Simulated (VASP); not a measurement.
# Hg (Fmmm) in VASP: single point with PBEsol

Aim: the single point of Hg with PBEsol.

All numbers are computed with VASP 6.6.1; they aren't measurements. Logs are shortened: lines on timing, memory, paths and dates and some standing lists are left out, and cuts for length are marked.

## 1. The cell of the first run

Symmetry: Fmmm, No. 69, orthorhombic system. Conventional cell: a = 3.067 Å, b = 5.527 Å, c = 11.326 Å, α = 90.00°, β = 90.00°, γ = 90.00°. Within 3.9 Å of Hg (site symmetry mm2) lie 11 Hg at 2.93 to 3.89 Å.

## 2. Single point, PBEsol

Input file INCAR:

```
PREC     = Accurate       # precision mode
ENCUT    = 520            # plane-wave cutoff, eV
EDIFF    = 1E-6           # SCF threshold, eV
ISMEAR   = 0              # smearing method
SIGMA    = 0.1            # smearing width, eV
LREAL    = False          # projectors in reciprocal space
LASPH    = True           # aspherical terms in the spheres
NELM     = 80             # most SCF steps
ALGO     = Fast           # electronic algorithm
ISIF     = 2              # what is computed and relaxed
LWAVE    = False          # write WAVECAR
LCHARG   = False          # write CHGCAR
GGA      = PS             # functional
NBANDS   = 32             # bands
```

Input file KPOINTS:

```
regular mesh
0
Gamma
  10 10 14
```

Input file POSCAR:

```
Hg
1.0
    2.7636102277     -5.6628607062      0.0000000000
    2.7636102277      5.6628607062      0.0000000000
    0.0000000000      0.0000000000      3.0674832265
Hg
4
Direct
    0.3707786833      0.6292213167      0.4999899503
    0.8707786833      0.1292213167      1.0000100497
    0.1292213167      0.8707786833     -0.0000100497
    0.6292213167      0.3707786833      0.5000100497
```

Potentials or basis: VASP PAW PBE potentials, release 64 (Hg).

Command:

```console
$ cat potpaw_PBE.64/Hg/POTCAR > POTCAR
$ mpirun -np 1 vasp_std > vasp.out
```

OUTCAR:

```text
PREC = Accurate
   ENCUT = 520
   EDIFF = 1E-6
   ISMEAR = 0
   LREAL = False
   LASPH = True
   NELM = 80
   ISIF = 2
   GGA = PS

 ion  position               nearest neighbor table
   1  0.371  0.629  0.500-   4 2.93   3 3.14   3 3.14   2 3.16   2 3.16   2 3.16   2 3.16
   2  0.871  0.129  0.000-   3 2.93   4 3.14   4 3.14   1 3.16   1 3.16   1 3.16   1 3.16
   3  0.129  0.871  1.000-   2 2.93   1 3.14   1 3.14   4 3.16   4 3.16   4 3.16   4 3.16
   4  0.629  0.371  0.500-   1 2.93   2 3.14   2 3.14   3 3.16   3 3.16   3 3.16   3 3.16

  LATTYP: Found a base centered orthorhombic cell.
 ALAT       =     5.5272204554
 B/A-ratio  =     2.0490808181
 C/A-ratio  =     0.5549775427

  Lattice vectors:

 A1 = (   2.7636102277,  -5.6628607062,   0.0000000000)
 A2 = (   2.7636102277,   5.6628607062,   0.0000000000)
 A3 = (   0.0000000000,   0.0000000000,   3.0674832265)

Analysis of symmetry for initial positions (statically):
=====================================================================
 Subroutine PRICEL returns:
 Original cell was already a primitive cell.

 Routine SETGRP: Setting up the symmetry group for a
 base centered orthorhombic supercell.

 Subroutine GETGRP returns: Found  8 space group operations
 (whereof  4 operations were pure point group operations)
 out of a pool of  8 trial point group operations.

The static configuration has the point symmetry C_2h.
 The point group associated with its full space group is D_2h.

Analysis of symmetry for dynamics (positions and initial velocities):
=====================================================================
 Subroutine PRICEL returns:
 Original cell was already a primitive cell.

 Routine SETGRP: Setting up the symmetry group for a
 base centered orthorhombic supercell.

 Subroutine GETGRP returns: Found  8 space group operations
 (whereof  4 operations were pure point group operations)
 out of a pool of  8 trial point group operations.

The dynamic configuration has the point symmetry C_2h.
 The point group associated with its full space group is D_2h.

 Subroutine INISYM returns: Found  8 space group operations
 (whereof  4 operations are pure point group operations),
 and found     1 'primitive' translations

----------------------------------------------------------------------------------------

                                     Primitive cell

  volume of cell :      96.0119

  direct lattice vectors                    reciprocal lattice vectors
     2.763610228 -5.662860706  0.000000000     0.180922764 -0.088294596  0.000000000
[... 92 lines left out ...]
   EDIFFG = 0.1E-04   stopping-criterion for IOM
   NSW    =      0    number of steps for IOM
   IBRION =     -1    ionic relax: 0-MD 1-quasi-New 2-CG
   NFREE  =      0    steps in history (QN), initial steepest desc. (CG)
   ISIF   =      2    stress and relaxation
   ISYM   =      2    0-nonsym 1-usesym 2-fastsym
   POTIM  = 0.5000    time-step for ionic-motion
   TEBEG  =    0.0;   TEEND  =   0.0 temperature during run
   PSTRESS=    0.0 pullay stress
   NELECT =      48.0000    total number of electrons
   NUPDOWN=      -1.0000    fix difference up-down
   EMIN   =  10.00;   EMAX   =-10.00  energy-range for DOS
   EFERMI =   0.00;   METHOD = LEGACY
   ISMEAR =     0;   SIGMA  =   0.10  broadening in eV -4-tet -1-fermi 0-gaus
   EFERMI_NEDOS =   21; number of points for ismear=-14 and -15
   IALGO  =     68    algorithm
   IMIX   =      4    mixing-type and parameters
     AMIX     =   0.40;   BMIX     =  1.00
     AMIX_MAG =   1.60;   BMIX_MAG =  1.00
  volume/ion in A,a.u.               =      24.00       161.98
  Fermi-wavevector in a.u.,A,eV,Ry     =   1.299313  2.455345 22.969533  1.688213
  Thomas-Fermi vector in A             =   2.430584
   LORBIT       =      0    0 simple, 1 ext, 2 COOP (PROOUT), +10 PAW based schemes
   GGA     = PS    functional components
   LHFCALC =     F    Hartree Fock is set to
   AEXX    =    0.0000 exact exchange contribution
   IVDW    =     0    specifies the selected vdW correction
   LEPSILON=     F    determine dielectric tensor
   LRPA    =     F    only Hartree local field effects (RPA)
 non-spin polarized calculation
 RMM-DIIS sequential band-by-band and
 Gauss-broadening in eV      SIGMA  =   0.10
  energy-cutoff  :      520.00
  volume of cell :       96.01
 maximum number of plane-waves:      2612
   NGX = 23   NGY = 23   NGZ = 11

 number of electron      48.0000001 magnetization

 Free energy of the ion-electron system (eV)
  ---------------------------------------------------
  ext. energy  EPLUGINS =         0.00000000
  ---------------------------------------------------
  free energy    TOTEN  =        -2.24601231 eV

  energy without entropy =       -2.24010924  energy(sigma->0) =       -2.24306077

 E-fermi :   2.4382     XC(G=0): -10.9267

 val. band max:        2.4265314244   @ k =  -0.2000   0.1000   0.4286
 cond. band min:       2.4428682699   @ k =   0.4000   0.4000   0.0714
 fundamental gap:      0.0163368456
 Fermi energy:         2.4381947589

 k-point     1 :       0.0000    0.0000    0.0000
  band No.  band energies     occupation
      1      -6.6274      2.00000
      2      -5.6590      2.00000
      3      -5.5886      2.00000
      4      -5.4162      2.00000
      5      -5.3598      2.00000
      6      -4.8420      2.00000
[... 829 lines left out ...]
     31      12.3020      0.00000
     32      12.8792      0.00000

 [... further k-points ...]

------------------------ aborting loop because EDIFF is reached ----------------------------------------

  FORCE on cell =-STRESS in cart. coord.  units (eV):
  Direction    XX          YY          ZZ          XY          YZ          ZX
  --------------------------------------------------------------------------------------
  -------------------------------------------------------------------------------------
  Total        0.1913926      0.2607401      0.2570378      0.0000000      0.0000000      0.0000000
  in kB        3.1938224      4.3510452      4.2892634      0.0000000      0.0000000      0.0000000
  external PRESSURE =       3.9447103 kB  Pullay stress =       0.0000000 kB

 VOLUME and BASIS-vectors are now :
 -----------------------------------------------------------------------------
  energy-cutoff  :      520.00
  volume of cell :       96.01
      direct lattice vectors                 reciprocal lattice vectors
     2.763610228 -5.662860706  0.000000000     0.180922764 -0.088294596  0.000000000
     2.763610228  5.662860706  0.000000000     0.180922764  0.088294596  0.000000000
     0.000000000  0.000000000  3.067483226     0.000000000  0.000000000  0.326000153

 POSITION                                       TOTAL-FORCE (eV/Angst)
 -----------------------------------------------------------------------------------
      2.76361      1.46352      1.53371         0.000000      0.004765      0.000007
      2.76361     -4.19934      0.00003         0.000000      0.004765     -0.000007
      2.76361      4.19934      3.06745         0.000000     -0.004765      0.000007
      2.76361     -1.46352      1.53377         0.000000     -0.004765     -0.000007
 -----------------------------------------------------------------------------------
    total drift:                                0.000000      0.000000      0.000000

  FREE ENERGIE OF THE ION-ELECTRON SYSTEM (eV)
  ---------------------------------------------------
  free  energy   TOTEN  =        -2.2460123053 eV

  energy  without entropy=       -2.2401092360  energy(sigma->0) =       -2.24306077
```

It took 5.5 min on 1 thread of Intel Xeon Platinum 8488C (Sapphire Rapids), shared host; peak memory 0.63 GiB.

Results:

```yaml
Free_energy: -2.2460 eV
Pressure: 0.4 GPa
Largest_force: 0.005 eV/Å
Band_gap_on_the_k_mesh: zero (bands 24 and 25 overlap by 2.84 eV)
```

Forces in eV/Å, atoms in the order of the input:
```
Hg   0.000  0.005  0.000
Hg   0.000  0.005  0.000
Hg   0.000 -0.005  0.000
Hg   0.000 -0.005  0.000
```

Caveat: the PAW data sets were made with another functional, which shifts forces and pressure a little; spin-orbit coupling is left out, which moves the levels of the heavy elements.
